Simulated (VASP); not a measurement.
# Ge (P6/mmm) in VASP: further runs

Ge is run at these levels: PBEsol; tasks: single point, relaxation of cell and atoms.

All numbers are computed with VASP 6.6.1; they aren't measurements. Logs are shortened: lines on timing, memory, paths and dates and some standing lists are left out, and cuts for length are marked.

## 1. The cell of the first run

The structure is hexagonal, space group P6/mmm (No. 191). The conventional cell has a = 2.126 Å, b = 2.126 Å, c = 1.994 Å, α = 90.00°, β = 90.00°, γ = 120.00°. Within 2.6 Å of Ge (site symmetry 6/mmm) lie 8 Ge at 1.99 to 2.13 Å.

## 2. Single point, PBEsol

INCAR reads:

```
SYSTEM = Ge
PREC = Accurate
ENCUT = 520
EDIFF = 1E-7
ISMEAR = -1
SIGMA = 0.1
LREAL = .FALSE.
LASPH = .TRUE.
NELM = 80
ALGO = Normal
ISIF = 2
LWAVE = .FALSE.
LCHARG = .FALSE.
GGA = PS
NBANDS = 13
```

KPOINTS reads:

```
regular mesh
0
G
  20 20 19
  0 0 0
```

POSCAR reads:

```
Ge
1.0
    2.1263193311      0.0000000000      0.0000000000
   -1.0631596655      1.8414465573      0.0000000000
    0.0000000000      0.0000000000      1.9942209605
Ge
1
Direct
    0.0000000000      0.0000000000      0.0000000000
```

Potentials or basis: VASP PAW PBE potentials, release 64 (Ge_d).

Launch:

```bash
$ cat potpaw_PBE.64/Ge_d/POTCAR > POTCAR
$ mpirun -np 1 vasp_std > vasp.out
```

OUTCAR:

```text
SYSTEM = Ge
   PREC = Accurate
   ENCUT = 520
   EDIFF = 1E-7
   ISMEAR = -1
   LREAL = .FALSE.
   LASPH = .TRUE.
   NELM = 80
   ISIF = 2
   GGA = PS

 ion  position               nearest neighbor table
   1  0.000  0.000  0.000-

  LATTYP: Found a hexagonal cell.
 ALAT       =     2.1263193311
 C/A-ratio  =     0.9378746322

  Lattice vectors:

 A1 = (   2.1263193311,   0.0000000000,   0.0000000000)
 A2 = (  -1.0631596655,   1.8414465573,   0.0000000000)
 A3 = (   0.0000000000,   0.0000000000,   1.9942209605)

Analysis of symmetry for initial positions (statically):
=====================================================================
 Subroutine PRICEL returns:
 Original cell was already a primitive cell.

 Routine SETGRP: Setting up the symmetry group for a
 hexagonal supercell.

 Subroutine GETGRP returns: Found 24 space group operations
 (whereof 24 operations were pure point group operations)
 out of a pool of 24 trial point group operations.

The static configuration has the point symmetry D_6h.

Analysis of symmetry for dynamics (positions and initial velocities):
=====================================================================
 Subroutine PRICEL returns:
 Original cell was already a primitive cell.

 Routine SETGRP: Setting up the symmetry group for a
 hexagonal supercell.

 Subroutine GETGRP returns: Found 24 space group operations
 (whereof 24 operations were pure point group operations)
 out of a pool of 24 trial point group operations.

The dynamic configuration has the point symmetry D_6h.

 Subroutine INISYM returns: Found 24 space group operations
 (whereof 24 operations are pure point group operations),
 and found     1 'primitive' translations

----------------------------------------------------------------------------------------

                                     Primitive cell

  volume of cell :       7.8084

  direct lattice vectors                    reciprocal lattice vectors
     2.126319331  0.000000000  0.000000000     0.470296246  0.271525664  0.000000000
    -1.063159665  1.841446557  0.000000000     0.000000000  0.543051329  0.000000000
     0.000000000  0.000000000  1.994220961     0.000000000  0.000000000  0.501448947

  length of vectors
     2.126319331  2.126319331  1.994220961     0.543051329  0.543051329  0.501448947

  position of ions in fractional coordinates (direct lattice)
     0.000000000  0.000000000  0.000000000

  ion indices of the primitive-cell ions
   primitive index   ion index
                 1           1
[... 74 lines left out ...]
   EDIFFG = 0.1E-05   stopping-criterion for IOM
   NSW    =      0    number of steps for IOM
   IBRION =     -1    ionic relax: 0-MD 1-quasi-New 2-CG
   NFREE  =      0    steps in history (QN), initial steepest desc. (CG)
   ISIF   =      2    stress and relaxation
   ISYM   =      2    0-nonsym 1-usesym 2-fastsym
   POTIM  = 0.5000    time-step for ionic-motion
   TEBEG  =    0.0;   TEEND  =   0.0 temperature during run
   PSTRESS=    0.0 pullay stress
   NELECT =      14.0000    total number of electrons
   NUPDOWN=      -1.0000    fix difference up-down
   EMIN   =  10.00;   EMAX   =-10.00  energy-range for DOS
   EFERMI =   0.00;   METHOD = LEGACY
   ISMEAR =    -1;   SIGMA  =   0.10  broadening in eV -4-tet -1-fermi 0-gaus
   EFERMI_NEDOS =   21; number of points for ismear=-14 and -15
   IALGO  =     38    algorithm
   IMIX   =      4    mixing-type and parameters
     AMIX     =   0.40;   BMIX     =  1.00
     AMIX_MAG =   1.60;   BMIX_MAG =  1.00
  volume/ion in A,a.u.               =       7.81        52.69
  Fermi-wavevector in a.u.,A,eV,Ry     =   1.988828  3.758340 53.816982  3.955437
  Thomas-Fermi vector in A             =   3.007132
   LORBIT       =      0    0 simple, 1 ext, 2 COOP (PROOUT), +10 PAW based schemes
   GGA     = PS    functional components
   LHFCALC =     F    Hartree Fock is set to
   AEXX    =    0.0000 exact exchange contribution
   IVDW    =     0    specifies the selected vdW correction
   LEPSILON=     F    determine dielectric tensor
   LRPA    =     F    only Hartree local field effects (RPA)
 non-spin polarized calculation
  energy-cutoff  :      520.00
  volume of cell :        7.81
 maximum number of plane-waves:       219
 NGX is ok and might be reduce to    16
   NGX =  7   NGY =  7   NGZ =  7

 number of electron      14.0000010 magnetization

 Free energy of the ion-electron system (eV)
  ---------------------------------------------------
  ext. energy  EPLUGINS =         0.00000000
  ---------------------------------------------------
  free energy    TOTEN  =         2.32500017 eV

  energy without entropy =        2.33070662  energy(sigma->0) =        2.32785340

 E-fermi :  21.9336     XC(G=0): -16.7241

 val. band max:       21.8846407813   @ k =   0.2500   0.2000   0.2105
 cond. band min:      21.9485328551   @ k =   0.4000   0.2000   0.4737
 fundamental gap:      0.0638920738
 Fermi energy:        21.9335768615

 k-point     1 :       0.0000    0.0000    0.0000
  band No.  band energies     occupation
      1      -7.0974      2.00000
      2      -5.9567      2.00000
      3      -5.9567      2.00000
      4      -4.7316      2.00000
      5      -4.7316      2.00000
      6      -3.2748      2.00000
      7      33.3722      0.00000
      8      37.4204      0.00000
      9      39.2694      0.00000
     10      39.7839      0.00000
     11      39.7839      0.00000
     12      43.2662      0.00000
     13      43.2662      0.00000
[... 354 lines left out ...]
  band No.  band energies     occupation
      1      -6.7623      2.00000
      2      -6.3065      2.00000
      3      -5.2404      2.00000
      4      -5.1290      2.00000
      5      -4.8421      2.00000
      6       1.4712      2.00000
      7      20.3843      2.00000
      8      26.6639      0.00000
      9      38.5943      0.00000
     10      39.1328      0.00000
     11      42.2681      0.00000
     12      52.6239      0.00000
     13      56.7603      0.00000

 [... further k-points ...]
[... 5 lines left out ...]
  --------------------------------------------------------------------------------------
  -------------------------------------------------------------------------------------
  Total       23.0901978     23.0901978     23.3667603      0.0000000      0.0000000     -0.0000000
  in kB     4737.8068550   4737.8068551   4794.5538605      0.0000001      0.0000000     -0.0000000
  external PRESSURE =    4756.7225235 kB  Pullay stress =       0.0000000 kB

 VOLUME and BASIS-vectors are now :
 -----------------------------------------------------------------------------
  energy-cutoff  :      520.00
  volume of cell :        7.81
      direct lattice vectors                 reciprocal lattice vectors
     2.126319331  0.000000000  0.000000000     0.470296246  0.271525664  0.000000000
    -1.063159665  1.841446557  0.000000000     0.000000000  0.543051329  0.000000000
     0.000000000  0.000000000  1.994220961     0.000000000  0.000000000  0.501448947

 POSITION                                       TOTAL-FORCE (eV/Angst)
 -----------------------------------------------------------------------------------
      0.00000      0.00000      0.00000         0.000000      0.000000      0.000000
 -----------------------------------------------------------------------------------
    total drift:                                0.000000      0.000000      0.000000

  FREE ENERGIE OF THE ION-ELECTRON SYSTEM (eV)
  ---------------------------------------------------
  free  energy   TOTEN  =         2.3250001677 eV

  energy  without entropy=        2.3307066226  energy(sigma->0) =        2.32785340
```

Wall time 17 s (1 thread of Intel Xeon 6975P-C, shared host); peak memory 0.15 GiB.

Results:

| Property | Result |
| --- | --- |
| Free energy | 2.3250 eV |
| Pressure | 475.7 GPa |
| Band gap on the k mesh | zero (band 7 reaches 33.79 eV, above the bottom of band 8 at 14.71 eV) |

Stress tensor (GPa, compression positive):
```
473.78   0.00   0.00
  0.00 473.78   0.00
  0.00   0.00 479.46
```

Levels at points of the mesh, in eV from the Fermi level:
```tsv
k point	band 3	band 4	band 5	band 6	band 7	band 8	band 9	band 10	band 11	band 12
(0.00, 0.00, 0.00)	-27.89	-26.67	-26.67	-25.21	11.44	15.49	17.34	17.85	17.85	21.33
(0.50, 0.00, 0.00)	-27.26	-26.79	-26.64	-14.43	-11.53	6.70	12.32	21.49	22.72	25.78
```

Caveat: the PAW data sets were made with another functional, which shifts forces and pressure a little.

## 3. Single point, PBEsol

INCAR reads:

```
PREC = Accurate
ENCUT = 520
EDIFF = 1E-6
ISMEAR = -1
SIGMA = 0.1
LREAL = False
LASPH = True
NELM = 100
ALGO = Normal
ISIF = 2
LWAVE = False
LCHARG = True
GGA = PS
LELF = True
LVHAR = True
NBANDS = 13
```

KPOINTS reads:

```
Automatic mesh
0
Gamma
  20 20 19
```

POSCAR reads:

```
Ge
1.0
    2.1260092013      0.0000000000      0.0000000000
   -1.0630046006      1.8411779770      0.0000000000
    0.0000000000      0.0000000000      1.9937958197
Ge
1
Direct
    0.0000000000      0.0000000000      0.0000000000
```

Potentials or basis: VASP PAW PBE potentials, release 64 (Ge_d).

Launch:

```bash
$ cat potpaw_PBE.64/Ge_d/POTCAR > POTCAR
$ mpirun -np 1 vasp_std > vasp.out
```

OUTCAR:

```text
PREC = Accurate
   ENCUT = 520
   EDIFF = 1E-6
   ISMEAR = -1
   LREAL = False
   LASPH = True
   NELM = 100
   ISIF = 2
   GGA = PS

 ion  position               nearest neighbor table
   1  0.000  0.000  0.000-

  LATTYP: Found a hexagonal cell.
 ALAT       =     2.1260092013
 C/A-ratio  =     0.9378114725

  Lattice vectors:

 A1 = (   2.1260092013,   0.0000000000,   0.0000000000)
[... 553 lines left out ...]
      2      -6.2981      2.00000
      3      -5.2307      2.00000
      4      -5.1190      2.00000
      5      -4.8318      2.00000
      6       1.4764      2.00000
      7      20.3957      2.00000
      8      26.6768      0.00000
      9      38.6155      0.00000
     10      39.1500      0.00000
     11      42.2861      0.00000
     12      52.6432      0.00000
     13      56.7848      0.00000

 [... further k-points ...]
[... 5 lines left out ...]
  --------------------------------------------------------------------------------------
  -------------------------------------------------------------------------------------
  Total       23.1100958     23.1100958     23.3971922      0.0000000      0.0000000     -0.0000000
  in kB     4744.2846296   4744.2846295   4803.2228067      0.0000001      0.0000000     -0.0000000
  external PRESSURE =    4763.9306886 kB  Pullay stress =       0.0000000 kB

 VOLUME and BASIS-vectors are now :
 -----------------------------------------------------------------------------
  energy-cutoff  :      520.00
  volume of cell :        7.80
      direct lattice vectors                 reciprocal lattice vectors
     2.126009201  0.000000000  0.000000000     0.470364850  0.271565273  0.000000000
    -1.063004601  1.841177977  0.000000000     0.000000000  0.543130546  0.000000000
     0.000000000  0.000000000  1.993795820     0.000000000  0.000000000  0.501555872

 POSITION                                       TOTAL-FORCE (eV/Angst)
 -----------------------------------------------------------------------------------
      0.00000      0.00000      0.00000         0.000000      0.000000      0.000000
 -----------------------------------------------------------------------------------
    total drift:                               -0.000000     -0.000000      0.000000

  FREE ENERGIE OF THE ION-ELECTRON SYSTEM (eV)
  ---------------------------------------------------
  free  energy   TOTEN  =         2.3367285361 eV

  energy  without entropy=        2.3424269578  energy(sigma->0) =        2.33957775
```

OSZICAR:

```text
N       E                     dE             d eps       ncg     rms          rms(c)
DAV:   1     0.545471085043E+02    0.54547E+02   -0.61563E+03 14064   0.350E+03
DAV:   2     0.370764187380E+01   -0.50839E+02   -0.47973E+02 12160   0.361E+02
DAV:   3     0.184910610928E+01   -0.18585E+01   -0.18505E+01 13041   0.504E+01
DAV:   4     0.184124972759E+01   -0.78564E-02   -0.78558E-02 12753   0.314E+00
DAV:   5     0.184122799424E+01   -0.21733E-04   -0.21733E-04 12990   0.167E-01    0.660E+00
DAV:   6     0.216399861134E+01    0.32277E+00   -0.40921E-02 12991   0.358E+00    0.355E+00
DAV:   7     0.233608941863E+01    0.17209E+00   -0.70785E-02 12343   0.329E+00    0.347E-01
DAV:   8     0.233666955662E+01    0.58014E-03   -0.16669E-03 16728   0.112E+00    0.132E-01
DAV:   9     0.233670537881E+01    0.35822E-04   -0.38849E-05 14827   0.207E-01    0.139E-02
DAV:  10     0.233672834846E+01    0.22970E-04   -0.14469E-05 15762   0.140E-01    0.172E-03
DAV:  11     0.233672853613E+01    0.18767E-06   -0.57239E-07  8640   0.122E-02
   1 F= 0.23367285E+01 E0= 0.23395777E+01  d E =-.569842E-02
```

stdout:

```text
POSCAR found type information on POSCAR Ge
 POSCAR found :  1 types and       1 ions
 scaLAPACK will be used
 -----------------------------------------------------------------------------
|                                                                             |
|                                                                             |
|     You enforced a specific xc type in the INCAR file but a different       |
|     I HOPE YOU KNOW WHAT YOU ARE DOING!                                     |
|                                                                             |
 -----------------------------------------------------------------------------

 LDA part: xc-table for (Slater+PW92), standard interpolation
 POSCAR, INCAR and KPOINTS ok, starting setup
 FFT: planning ... GRIDC
 FFT: planning ... GRID_SOFT
 FFT: planning ... GRID
 WAVECAR not read
 entering main loop
```

It took 16 s on 1 thread of Intel Xeon 6975P-C, shared host; peak memory 0.15 GiB.

Results:

```yaml
Free_energy: 2.3367 eV
Pressure: 476.4 GPa
Band_gap_on_the_k_mesh: zero (band 7 reaches 33.81 eV, above the bottom of band 8 at 14.72 eV)
```

Levels at points of the mesh, in eV from the Fermi level:
```
           k point  band 4  band 5  band 6  band 7  band 8  band 9  band 10  band 11
(0.00, 0.00, 0.00)  -26.67  -26.67  -25.22   11.44   15.49   17.33    17.85    17.85
(0.50, 0.00, 0.00)  -26.80  -26.64  -14.44  -11.53    6.70   12.32    21.50    22.73
```

Caveat: the PAW data sets were made with another functional, which shifts forces and pressure a little.

## 4. Relaxation of cell and atoms, PBEsol, target pressure 470 GPa, at which the enthalpy is minimised

This run uses another cell than the first one, of 7.70 Å³/atom, 0.986 times its volume.

INCAR reads:

```
SYSTEM = Ge
  PREC = Accurate
  ENCUT = 600
  EDIFF = 1E-6
  ISMEAR = -1
  SIGMA = 0.1
  LREAL = .False.
  LASPH = .True.
  NELM = 100
  ALGO = Normal
  ISIF = 3
  LWAVE = .False.
  LCHARG = .False.
  GGA = PS
  IBRION = 2
  NSW = 60
  EDIFFG = -0.005
  PSTRESS = 4700.0
```

KPOINTS reads:

```
Automatic mesh
0
Gamma
  20 20 19
  0 0 0
```

POSCAR reads:

```
Ge
1.0
    2.1145107139      0.0000000000      0.0000000000
   -1.0572553569      1.8312199948      0.0000000000
    0.0000000000      0.0000000000      1.9876400710
Ge
1
Direct
    0.0000000000      0.0000000000      0.0000000000
```

Launch:

```bash
$ cat potpaw_PBE.64/Ge_d/POTCAR > POTCAR
$ mpirun -np 1 vasp_std > vasp.out
```

It took 2.5 min on 1 thread of Intel Xeon 6975P-C, shared host; peak memory 0.18 GiB.

Results (log left out):

```
Free energy                                            : 2.2467 eV
Relaxed volume                                         : 7.83 Å³/atom
Relaxed cell                                           : a = 2.127 Å, b = 2.127 Å, c = 1.999 Å, α = 90.00°, β = 90.00°, γ = 120.00°
Space group after relaxing (to 0.05 Å)                 : P6/mmm (No. 191)
Energy change on relaxing (the enthalpy is what falls) : -418.7 meV/atom
Ionic steps                                            : 12
Pressure after relaxing                                : 470.0 GPa
Band gap on the k mesh                                 : zero (band 7 reaches 33.58 eV, above the bottom of band 8 at 14.66 eV)
```

Step by step:
```csv
step,energy change (eV),largest force (eV/Å),pressure (GPa),volume (Å³)
1,0.0000,0.0000,499.72,7.70
2,-3.7639,0.0000,243.74,9.40
3,-0.4641,0.0000,466.23,7.85
4,-0.4121,0.0000,470.25,7.83
5,-0.4202,0.0000,470.01,7.84
6,-0.4225,0.0000,469.86,7.84
7,-0.4207,0.0000,469.84,7.84
8,-0.4207,0.0000,469.87,7.84
9,-0.4216,0.0000,469.86,7.84
10,-0.4207,0.0000,469.86,7.84
11,-0.4048,0.0000,471.06,7.83
12,-0.4187,0.0000,469.96,7.83
```

Final structure:
```
Ge
1.0
     2.12723    0.00000    0.00000
    -1.06362    1.84224    0.00000
     0.00000    0.00000    1.99925
Ge
1
Direct
  0.00000 0.00000 0.00000
```

Levels at points of the mesh, in eV from the Fermi level:
| k point | band 4 | band 5 | band 6 | band 7 | band 8 | band 9 | band 10 | band 11 |
| --- | --- | --- | --- | --- | --- | --- | --- | --- |
| (0.00, 0.00, 0.00) | -26.65 | -26.65 | -25.14 | 11.31 | 15.38 | 17.37 | 17.88 | 17.88 |
| (0.50, 0.00, 0.00) | -26.78 | -26.62 | -14.38 | -11.49 | 6.73 | 12.33 | 21.40 | 22.57 |

Caveat: the cell is relaxed towards a set pressure, so the enthalpy falls and the energy may rise; the PAW data sets were made with another functional, which shifts forces and pressure a little.
